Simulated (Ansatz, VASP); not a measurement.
**One calculation of N, two programs**

File INCAR:

```
SYSTEM = N
PREC     = Accurate       ! precision mode
ENCUT    = 520            ! plane-wave cutoff, eV
EDIFF    = 1E-8           ! SCF threshold, eV
ISMEAR   = -1             ! smearing method
SIGMA    = 0.02           ! smearing width, eV
LREAL    = .False.        ! projectors in reciprocal space
LASPH    = .True.         ! aspherical terms in the spheres
NELM     = 80             ! most SCF steps
ALGO     = Normal         ! electronic algorithm
ISIF     = 2              ! what is computed and relaxed
LWAVE    = .False.        ! write WAVECAR
LCHARG   = .False.        ! write CHGCAR
GGA      = PS             ! functional
LEFG     = .True.       
NBANDS   = 18             ! bands
```

The input KPOINTS:

```
Automatic mesh
0
Gamma
  4 4 4
  0 0 0
```

File POSCAR:

```
N
1.0
    5.6110861060      0.0000000000      0.0000000000
    0.0000000000      5.6110861060      0.0000000000
    0.0000000000      0.0000000000      5.6110861060
N
4
Direct
    0.0300000000      0.0300000000      0.0300000000
    0.4700000000      0.9700000000      0.5300000000
    0.5300000000      0.4700000000      0.9700000000
    0.9700000000      0.5300000000      0.4700000000
```

Input for Ansatz:

```yaml
crystal:
  lattice:
    - [5.611086106, 0.0, 0.0]
    - [0.0, 5.611086106, 0.0]
    - [0.0, 0.0, 5.611086106]
  atoms:
    - { symbol: "N", position: [0.03, 0.03, 0.03] }
    - { symbol: "N", position: [0.47, 0.97, 0.53] }
    - { symbol: "N", position: [0.53, 0.47, 0.97] }
    - { symbol: "N", position: [0.97, 0.53, 0.47] }
kpoints:
  mp_grid: { grid: [4, 4, 4] }
scf:
  occupations: { method: fermi_dirac, width: 0.02 }
hamiltonian:
  xc: pbesol
  pseudopotentials: { kind: paw }
output:
  forces: true
  stress: true
  eigenvalues: true
  efg: { contact_densities: true }
```

Change from the starting cell: volume scaled by 0.98, PAW files.

Alike in both runs: task electric field gradients; functional PBEsol; k mesh 4 × 4 × 4; occupations fermi-dirac, width 0.02 eV; no spin polarisation.

|  | VASP | Ansatz |
| --- | --- | --- |
| version | VASP 6.6.1 | Ansatz 0.2.0 |
| potentials or method | VASP PAW PBE potentials, release 64 (N) | PAW with Ansatz's default frozen-core files, scalar-relativistic |
| plane-wave cutoff (eV) | 520 | 420 |
| valence electrons in the cell | 20 | 20 |

|  | VASP | Ansatz | Ansatz less VASP |
| --- | --- | --- | --- |
| pressure (GPa) | -4.4 | -4.3 | +0.03 |
| rms of the force components (eV/Å) | 0.234 | 0.236 | +0.0014 |
| size of Vzz on the site where it differs most (V/Å²) | 6.3 | 6.2 | -0.05 |

VASP's potentials were made for PBE, not for PBEsol. Atom by atom the forces differ by 0.001 eV/Å (rms over components). The functional is the same, so the differences come from potentials, cutoffs and numerics.
